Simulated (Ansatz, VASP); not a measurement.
This is a calculation of ZrB2 for VASP 6.6.1.

File INCAR:

```
PREC = Accurate
ENCUT = 520
EDIFF = 1E-7
ISMEAR = -1
SIGMA = 0.05
LREAL = False
LASPH = True
NELM = 60
ALGO = Normal
ISIF = 2
LWAVE = False
LCHARG = True
GGA = RE
IVDW = 12
LELF = True
LVHAR = True
NBANDS = 16
```

KPOINTS

```
Automatic mesh
0
Gamma
  10 10 8
```

POSCAR

```
ZrB2
1.0
    3.1487241912      0.0000000000      0.0000000000
   -1.5743620956      2.7268751391      0.0000000000
    0.0000000000      0.0000000000      3.5092878761
Zr B
1 2
Direct
    0.0000000000      0.0000000000      0.0000000000
    0.6666666667      0.3333333333      0.5000000000
    0.3333333333      0.6666666667      0.5000000000
```

Potentials or basis: VASP PAW PBE potentials, release 64 (Zr_sv, B).

Run with:

```sh
$ cat potpaw_PBE.64/Zr_sv/POTCAR potpaw_PBE.64/B/POTCAR > POTCAR
$ mpirun -np 1 vasp_std > vasp.out
```

Set up the same calculation for Ansatz 0.2.0. Potentials there: Ansatz PAW.

As run (the cutoff follows the program's own potentials):

input.yaml

```yaml
crystal:
  lattice:
    - [3.1487241912, 0.0, 0.0]
    - [-1.5743620956, 2.7268751391, 0.0]
    - [0.0, 0.0, 3.5092878761]
  atoms:
    - { symbol: Zr, position: [0.0, 0.0, 0.0] }
    - { symbol: B, position: [0.6666666667, 0.3333333333, 0.5] }
    - { symbol: B, position: [0.3333333333, 0.6666666667, 0.5] }
hamiltonian:
  xc: revpbe
  pseudopotentials: { kind: paw }
  dispersion: d3bj
kpoints:
  mp_grid: { grid: [10, 10, 8] }
scf:
  occupations: { method: fermi_dirac, width: 0.05 }
output:
  forces: true
  stress: true
  eigenvalues: true
```

Potentials or basis: Ansatz PAW.

The run is started by

```console
$ ansatz run input.yaml --threads 2 --pin off --max-ram 5120MiB --backend cpu --events-out ev --progress --plain --runs-dir out
```

Both were run:

|  | VASP | Ansatz | Ansatz less VASP |
| --- | --- | --- | --- |
| gap on the k mesh at the Fermi level (eV) | none | none | - |
| pressure (GPa) | -3.6 | -3.7 | -0.08 |
| traceless stress, the component that is largest in VASP (GPa) | 0.90 | 0.84 | -0.051 |

VASP's potentials were made for PBE, not for revPBE. A gap of «none» marks a metal or a gap that the smearing closes.
